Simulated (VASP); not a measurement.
# InP in VASP: a series of runs

The runs below take InP through single point, with PBE.

Everything below comes from runs of VASP 6.6.1. Logs are shortened: lines on timing, memory, paths and dates and some standing lists are left out, and cuts for length are marked.

## 1. The cell of the first run

The cell holds a wire or tube with vacuum around it, 2 atoms: a = 9.000 Å, b = 9.300 Å, c = 4.645 Å, α = 90.00°, β = 90.00°, γ = 90.00°.

## 2. Single point, PBE, collinear spin

Contents of INCAR:

```
  PREC = Accurate
  ENCUT = 520
  EDIFF = 1E-6
  ISMEAR = 0
  SIGMA = 0.05
  LREAL = False
  LASPH = True
  NELM = 150
  ALGO = Normal
  ISIF = 2
  LWAVE = False
  LCHARG = False
  ISPIN = 2
  MAGMOM = 0.5 0.5
  LORBIT = 11
  GGA = PE
  NBANDS = 20
```

Contents of KPOINTS:

```
Automatic mesh
0
Gamma
  1 1 14
```

Contents of POSCAR:

```
InP
1.0
    9.0000000000      0.0000000000      0.0000000000
    0.0000000000      9.3000000000      0.0000000000
    0.0000000000      0.0000000000      4.6454136060
In P
1 1
Direct
    0.5000000000      0.5000000000      0.0000000000
    0.5000000000      0.5000000000      0.4650000000
```

Potentials or basis: VASP PAW PBE potentials, release 64 (In_d, P).

Launch:

```console
cat potpaw_PBE.64/In_d/POTCAR potpaw_PBE.64/P/POTCAR > POTCAR
mpirun -np 1 vasp_std > vasp.out
```

OUTCAR:

```text
PREC = Accurate
   ENCUT = 520
   EDIFF = 1E-6
   ISMEAR = 0
   LREAL = False
   LASPH = True
   NELM = 150
   ISIF = 2
   ISPIN = 2
   LORBIT = 11
   GGA = PE

 ion  position               nearest neighbor table
   1  0.500  0.500  0.000-   2 2.16   2 2.49
   2  0.500  0.500  0.465-   1 2.16   1 2.49

  LATTYP: Found a simple orthorhombic cell.
 ALAT       =     4.6454136060
 B/A-ratio  =     1.9373947647
 C/A-ratio  =     2.0019745902

  Lattice vectors:

 A1 = (   0.0000000000,   0.0000000000,   4.6454136060)
 A2 = (   9.0000000000,   0.0000000000,   0.0000000000)
 A3 = (   0.0000000000,   9.3000000000,   0.0000000000)

Analysis of symmetry for initial positions (statically):
=====================================================================
 Subroutine PRICEL returns:
 Original cell was already a primitive cell.

 Routine SETGRP: Setting up the symmetry group for a
 simple orthorhombic supercell.

 Subroutine GETGRP returns: Found  4 space group operations
 (whereof  4 operations were pure point group operations)
 out of a pool of  8 trial point group operations.

The static configuration has the point symmetry C_2v.

Analysis of symmetry for dynamics (positions and initial velocities):
=====================================================================
 Subroutine PRICEL returns:
 Original cell was already a primitive cell.

 Routine SETGRP: Setting up the symmetry group for a
 simple orthorhombic supercell.

 Subroutine GETGRP returns: Found  4 space group operations
 (whereof  4 operations were pure point group operations)
 out of a pool of  8 trial point group operations.

The dynamic configuration has the point symmetry C_2v.

Analysis of structural, dynamic, and magnetic symmetry:
=====================================================================
 Subroutine PRICEL returns:
 Original cell was already a primitive cell.

 Routine SETGRP: Setting up the symmetry group for a
 simple orthorhombic supercell.

 Subroutine GETGRP returns: Found  4 space group operations
 (whereof  4 operations were pure point group operations)
 out of a pool of  8 trial point group operations.

The overall configuration has the point symmetry C_2v.

 Subroutine INISYM returns: Found  4 space group operations
 (whereof  4 operations are pure point group operations),
 and found     1 'primitive' translations

----------------------------------------------------------------------------------------

                                     Primitive cell

  volume of cell :     388.8211

  direct lattice vectors                    reciprocal lattice vectors
     9.000000000  0.000000000  0.000000000     0.111111111  0.000000000  0.000000000
     0.000000000  9.300000000  0.000000000     0.000000000  0.107526882  0.000000000
     0.000000000  0.000000000  4.645413606     0.000000000  0.000000000  0.215266085

  length of vectors
     9.000000000  9.300000000  4.645413606     0.111111111  0.107526882  0.215266085

  position of ions in fractional coordinates (direct lattice)
     0.500000000  0.500000000  0.000000000
     0.500000000  0.500000000  0.465000000

  ion indices of the primitive-cell ions
   primitive index   ion index
                 1           1
                 2           2

----------------------------------------------------------------------------------------

 KPOINTS: Automatic mesh

Automatic generation of k-mesh.
 Grid dimensions read from file:
 generate k-points for:    1    1   14

 Generating k-lattice:

  Cartesian coordinates                     Fractional coordinates (reciprocal lattice)
     0.111111111  0.000000000  0.000000000     1.000000000  0.000000000  0.000000000
     0.000000000  0.107526882  0.000000000     0.000000000  1.000000000  0.000000000
     0.000000000  0.000000000  0.015376149     0.000000000  0.000000000  0.071428571

  Length of vectors
     0.111111111  0.107526882  0.015376149

  Shift w.r.t. Gamma in fractional coordinates (k-lattice)
     0.000000000  0.000000000  0.000000000

 Subroutine IBZKPT returns following result:
 ===========================================

 Found      8 irreducible k-points:

 Following reciprocal coordinates:
            Coordinates               Weight
  0.000000  0.000000  0.000000      1.000000
  0.000000  0.000000  0.071429      2.000000
  0.000000  0.000000  0.142857      2.000000
  0.000000  0.000000  0.214286      2.000000
  0.000000  0.000000  0.285714      2.000000
  0.000000  0.000000  0.357143      2.000000
  0.000000  0.000000  0.428571      2.000000
  0.000000  0.000000  0.500000      1.000000
   k-points           NKPTS =      8   k-points in BZ     NKDIM =      8   number of bands    NBANDS=     20
   number of dos      NEDOS =    301   number of ions     NIONS =      2
   total plane-waves  NPLWV = 176400
   dimension x,y,z NGX =    70 NGY =   70 NGZ =   36
   dimension x,y,z NGXF=   140 NGYF=  140 NGZF=   72
   ions per type =               1   1
   NGX,Y,Z   is equivalent  to a cutoff of  12.93, 12.51, 12.88 a.u.
   NGXF,Y,Z  is equivalent  to a cutoff of  25.86, 25.03, 25.77 a.u.
 SYSTEM =  unknown system
   PREC   = accura    normal or accurate (medium, high low for compatibility)
   ISTART =      0    job   : 0-new  1-cont  2-samecut
   ICHARG =      2    charge: 1-file 2-atom 10-const
   ISPIN  =      2    spin polarized calculation?
   LNONCOLLINEAR =      F non collinear calculations
   LSORBIT =      F    spin-orbit coupling
   LASPH  =      T    aspherical Exc in radial PAW
   ENCUT  =  520.0 eV  38.22 Ry    6.18 a.u.  16.73 17.29  8.64*2*pi/ulx,y,z
   NELM   =    150;   NELMIN=  2; NELMDL= -5     # of ELM steps
   EDIFF  = 0.1E-05   stopping-criterion for ELM
   LREAL  =      F    real-space projection
   EDIFFG = 0.1E-04   stopping-criterion for IOM
   NSW    =      0    number of steps for IOM
   IBRION =     -1    ionic relax: 0-MD 1-quasi-New 2-CG
   NFREE  =      0    steps in history (QN), initial steepest desc. (CG)
   ISIF   =      2    stress and relaxation
   ISYM   =      2    0-nonsym 1-usesym 2-fastsym
   POTIM  = 0.5000    time-step for ionic-motion
   TEBEG  =    0.0;   TEEND  =   0.0 temperature during run
   PSTRESS=    0.0 pullay stress
   NELECT =      18.0000    total number of electrons
   NUPDOWN=      -1.0000    fix difference up-down
   EMIN   =  10.00;   EMAX   =-10.00  energy-range for DOS
   EFERMI =   0.00;   METHOD = LEGACY
   ISMEAR =     0;   SIGMA  =   0.05  broadening in eV -4-tet -1-fermi 0-gaus
   EFERMI_NEDOS =   21; number of points for ismear=-14 and -15
   IALGO  =     38    algorithm
   IMIX   =      4    mixing-type and parameters
     AMIX     =   0.40;   BMIX     =  1.00
     AMIX_MAG =   1.60;   BMIX_MAG =  1.00
  volume/ion in A,a.u.               =     194.41      1311.95
  Fermi-wavevector in a.u.,A,eV,Ry     =   0.587826  1.110831  4.701355  0.345540
  Thomas-Fermi vector in A             =   1.634852
   LORBIT       =     11    0 simple, 1 ext, 2 COOP (PROOUT), +10 PAW based schemes
   GGA     = PE    functional components
   LHFCALC =     F    Hartree Fock is set to
   AEXX    =    0.0000 exact exchange contribution
   IVDW    =     0    specifies the selected vdW correction
   LEPSILON=     F    determine dielectric tensor
   LRPA    =     F    only Hartree local field effects (RPA)
 spin polarized calculation
 Gauss-broadening in eV      SIGMA  =   0.05
  energy-cutoff  :      520.00
  volume of cell :      388.82
 maximum number of plane-waves:     10551
 NGX is ok and might be reduce to    70
   NGX = 33   NGY = 35   NGZ = 17

 number of electron      17.9999998 magnetization       0.4285665

 Free energy of the ion-electron system (eV)
  ---------------------------------------------------
  ext. energy  EPLUGINS =         0.00000000
  ---------------------------------------------------
  free energy    TOTEN  =        -5.22550774 eV

  energy without entropy =       -5.22546588  energy(sigma->0) =       -5.22548681

 E-fermi :  -3.8040     XC(G=0):  -2.3684

 val. band max:       -3.9181628683   @ k =   0.0000   0.0000   0.3571
 cond. band min:      -3.6897323530   @ k =   0.0000   0.0000   0.4286
 fundamental gap:      0.2284305154
 Fermi energy:        -3.8039766799

 spin component 1

 k-point     1 :       0.0000    0.0000    0.0000
  band No.  band energies     occupation
      1     -18.9593      1.00000
      2     -18.2536      1.00000
      3     -18.2536      1.00000
      4     -18.1896      1.00000
      5     -18.1896      1.00000
      6     -13.1681      1.00000
[... 12 lines left out ...]
     19       4.3307      0.00000
     20       4.3923      0.00000
[... 139 lines left out ...]
 k-point     8 :       0.0000    0.0000    0.5000
  band No.  band energies     occupation
      1     -18.7419      1.00000
      2     -18.2676      1.00000
      3     -18.2675      1.00000
      4     -18.1890      1.00000
      5     -18.1889      1.00000
      6     -13.1880      1.00000
[... 12 lines left out ...]
     19       3.9020      0.00000
     20       4.0035      0.00000
 Fermi energy:        -3.8039766799

 spin component 2

 k-point     1 :       0.0000    0.0000    0.0000
  band No.  band energies     occupation
      1     -18.9412      1.00000
      2     -18.2469      1.00000
      3     -18.2469      1.00000
      4     -18.1921      1.00000
      5     -18.1921      1.00000
      6     -12.9258      1.00000
[... 12 lines left out ...]
     19       4.3986      0.00000
     20       4.4843      0.00000
[... 139 lines left out ...]
 k-point     8 :       0.0000    0.0000    0.5000
  band No.  band energies     occupation
      1     -18.7386      1.00000
      2     -18.2599      1.00000
      3     -18.2599      1.00000
      4     -18.1915      1.00000
      5     -18.1914      1.00000
      6     -12.8727      1.00000
[... 12 lines left out ...]
     19       3.9820      0.00000
     20       4.1515      0.00000

------------------------ aborting loop because EDIFF is reached ----------------------------------------

  FORCE on cell =-STRESS in cart. coord.  units (eV):
  Direction    XX          YY          ZZ          XY          YZ          ZX
  --------------------------------------------------------------------------------------
  -------------------------------------------------------------------------------------
  Total        0.0268500      0.0145812      5.7723618      0.0000000      0.0000000      0.0000000
  in kB        0.1106381      0.0600835     23.7856093      0.0000000      0.0000000      0.0000000
  external PRESSURE =       7.9854437 kB  Pullay stress =       0.0000000 kB

 VOLUME and BASIS-vectors are now :
 -----------------------------------------------------------------------------
  energy-cutoff  :      520.00
  volume of cell :      388.82
      direct lattice vectors                 reciprocal lattice vectors
     9.000000000  0.000000000  0.000000000     0.111111111  0.000000000  0.000000000
     0.000000000  9.300000000  0.000000000     0.000000000  0.107526882  0.000000000
     0.000000000  0.000000000  4.645413606     0.000000000  0.000000000  0.215266085

 POSITION                                       TOTAL-FORCE (eV/Angst)
 -----------------------------------------------------------------------------------
      4.50000      4.65000      0.00000         0.000000      0.000000     -3.686003
      4.50000      4.65000      2.16012         0.000000      0.000000      3.686003
 -----------------------------------------------------------------------------------
    total drift:                                0.000000      0.000000     -0.000103

  FREE ENERGIE OF THE ION-ELECTRON SYSTEM (eV)
  ---------------------------------------------------
  free  energy   TOTEN  =        -5.2255077371 eV

  energy  without entropy=       -5.2254658820  energy(sigma->0) =       -5.22548681

 total charge

# of ion       s       p       d       tot
------------------------------------------
    1        0.987   0.638   9.872  11.497
    2        1.067   1.444   0.000   2.510
--------------------------------------------------
tot          2.053   2.082   9.872  14.007

 magnetization (x)

# of ion       s       p       d       tot
------------------------------------------
    1       -0.005  -0.015   0.013  -0.007
    2        0.006   0.181   0.000   0.187
--------------------------------------------------
tot          0.001   0.165   0.013   0.180
```

Run time: 2.7 min. Hardware: 1 thread of Intel Xeon Platinum 8259CL at 2.50GHz (Skylake/Cascade Lake), shared host; peak memory 0.57 GiB.

Results:

- Free energy: -5.2255 eV
- Largest force: 3.686 eV/Å
- Net moment: 0.43 μB per cell
- Site moments: In -0.01; P +0.19 μB
- Valence electrons inside the program's atomic spheres: In 11.50; P 2.51

Forces in eV/Å, atoms in the order of the input:
```
In   0.000  0.000 -3.686
P    0.000  0.000  3.686
```

Levels at points of the mesh, in eV from the Fermi level:
Spin up:
| k point | band 7 | band 8 | band 9 | band 10 | band 11 | band 12 |
| --- | --- | --- | --- | --- | --- | --- |
| (0.00, 0.00, 0.00) | -2.90 | -1.22 | -1.22 | -0.75 | 4.07 | 4.67 |
| (0.00, 0.00, 0.50) | -5.58 | -0.20 | -0.20 | 2.16 | 2.17 | 4.93 |
Spin down:
```csv
k point,band 6,band 7,band 8,band 9,band 10,band 11,band 12,band 13
"(0.00, 0.00, 0.00)",-9.12,-2.80,-0.91,-0.91,-0.64,4.10,4.80,4.83
"(0.00, 0.00, 0.50)",-9.07,-5.55,0.22,0.22,2.17,2.17,4.97,5.60
```

Caveat: a moment this small can come from the mesh or the smearing; spin-orbit coupling is left out, which moves the levels of the heavy elements.

(Continued in part 2 of 2.)
